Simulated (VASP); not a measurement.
A run of VASP 6.6.1 is set up as follows.

File INCAR:

```
SYSTEM = BO
ALGO = Normal
EDIFF = 1E-6
EDIFFG = -0.01
ENCUT = 600
GGA = PE
IBRION = 2
ISIF = 3
ISMEAR = 0
LASPH = .True.
LCHARG = .False.
LREAL = .False.
LWAVE = .False.
NELM = 100
NSW = 100
PREC = Accurate
SIGMA = 0.1
```

The input KPOINTS:

```
k-points
0
Gamma
  8 8 8
  0 0 0
```

File POSCAR:

```
BO
1.0
    4.5312566072      0.0000000000      0.0000000000
    0.0000000000      4.5312566072      0.0000000000
    0.0000000000      0.0000000000      4.5312566072
B O
4 4
Direct
    0.9599388763      0.9599388763      0.9599388763
    0.5400611237      0.0400611237      0.4599388763
    0.4599388763      0.5400611237      0.0400611237
    0.0400611237      0.4599388763      0.5400611237
    0.7953388684      0.7953388684      0.7953388684
    0.7046611316      0.2046611316      0.2953388684
    0.2953388684      0.7046611316      0.2046611316
    0.2046611316      0.2953388684      0.7046611316
```

Potentials or basis: VASP PAW PBE potentials, release 64 (B, O).

The run is started by

```bash
$ cat potpaw_PBE.64/B/POTCAR potpaw_PBE.64/O/POTCAR > POTCAR
$ mpirun -np 1 vasp_std > vasp.out
```

(1) Predict the relaxed cell.

(2) What does it give for the space group after relaxing (to 0.1 Å)?

(3) What does it give for the band gap on the k mesh?

(4) Estimate the relaxed volume.

Answers

(1) a = 4.532 Å, b = 4.532 Å, c = 4.532 Å, α = 90.00°, β = 90.00°, γ = 90.00°.

(2) P2_13 (No. 198).

(3) zero (bands 18 and 19 overlap by 0.81 eV).

(4) 11.64 Å³/atom.
